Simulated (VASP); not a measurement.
Input of a VASP 6.6.1 run:

File INCAR:

```
SYSTEM = SnO
ALGO = Normal
EDIFF = 1E-6
EDIFFG = -0.01
ENCUT = 600
GGA = PS
IBRION = 2
ISIF = 3
ISMEAR = -1
LASPH = .True.
LCHARG = .False.
LREAL = .False.
LWAVE = .False.
NELM = 100
NSW = 100
PREC = Accurate
SIGMA = 0.03
```

Contents of KPOINTS:

```
k-points
0
Gamma
  6 6 6
  0 0 0
```

The input POSCAR:

```
SnO
1.0
    3.2877506200      0.0000000000      0.0000000000
    0.0000000000      3.2877506200      0.0000000000
    0.0000000000      0.0000000000      3.2877506200
Sn O
1 1
Direct
    0.0000000000      0.0000000000      0.0000000000
    0.5000000000      0.5000000000      0.5000000000
```

Potentials or basis: VASP PAW PBE potentials, release 64 (Sn_d, O).

Command:

```sh
$ cat potpaw_PBE.64/Sn_d/POTCAR potpaw_PBE.64/O/POTCAR > POTCAR
$ mpirun -np 1 vasp_std > vasp.out
```

(1) Predict the relaxed cell.

(2) Predict the space group after relaxing (to 0.05 Å).

## Answers

(1) a = 3.083 Å, b = 3.083 Å, c = 3.083 Å, α = 90.00°, β = 90.00°, γ = 90.00°.

(2) Pm-3m (No. 221).
